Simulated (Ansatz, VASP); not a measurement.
**MnO in VASP and in Ansatz**

File INCAR:

```
SYSTEM = MnO
ALGO = Normal ; EDIFF = 1E-6
ENCUT = 520 ; GGA = PS
ISIF = 2 ; ISMEAR = 0
ISPIN = 2 ; LASPH = .TRUE.
LCHARG = .FALSE. ; LMAXMIX = 4
LORBIT = 11 ; LREAL = .FALSE.
LWAVE = .FALSE. ; MAGMOM = 4.2 0.23
NBANDS = 20 ; NELM = 150
PREC = Accurate ; SIGMA = 0.1
```

The input KPOINTS:

```
k-points
0
G
  16 16 16
  0 0 0
```

POSCAR

```
MnO
1.0
    0.0000000000      2.1909430537      2.1909430537
    2.1909430537      0.0000000000      2.1909430537
    2.1909430537      2.1909430537      0.0000000000
Mn O
1 1
Direct
    0.0000000000      0.0000000000      0.0000000000
    0.5000000000      0.5000000000      0.5000000000
```

Input for Ansatz:

```yaml
crystal:
  lattice:
    - [0.0, 2.1909430537, 2.1909430537]
    - [2.1909430537, 0.0, 2.1909430537]
    - [2.1909430537, 2.1909430537, 0.0]
  atoms:
    - { symbol: Mn, position: [0.0, 0.0, 0.0], spin: 4.2 }
    - { symbol: O, position: [0.5, 0.5, 0.5], spin: 0.23 }
basis:
  ecutwfc: 420
kpoints:
  mp_grid: { grid: [16, 16, 16] }
hamiltonian:
  xc: pbesol
scf:
  occupations: { method: gaussian, width: 0.1 }
output:
  forces: true
  stress: true
  eigenvalues: true
  populations: true
magnetization:
  spin_polarized: true
```

Alike in both runs: task single point; functional PBEsol; k mesh 16 × 16 × 16; occupations gaussian, width 0.1 eV; collinear spin.

|  | VASP | Ansatz |
| --- | --- | --- |
| version | VASP 6.6.1 | Ansatz 0.2.0 |
| potentials or method | VASP PAW PBE potentials, release 64 (Mn_pv, O), cutoff 520 eV | scalar-relativistic, plane waves, PAW |
| valence electrons in the cell | 19 | 21 |

|  | VASP | Ansatz | Ansatz less VASP |
| --- | --- | --- | --- |
| gap on the k mesh at the Fermi level (eV) | none | none | - |
| pressure (GPa) | -3.1 | -3.5 | -0.39 |
| net moment per atom (μB) | 2.30 | 2.30 | +0.001 |
| size of the moment on the site where the two differ most (μB) | 4.20 | 3.90 | -0.300 |

VASP's potentials were made for PBE, not for PBEsol. Site moments also hang on the region over which each program counts them. A gap of «none» marks a metal or a gap that the smearing closes. VASP's potentials hold 19 valence electrons a cell and Ansatz's 21, so a difference there can come from the potentials and not from the codes.
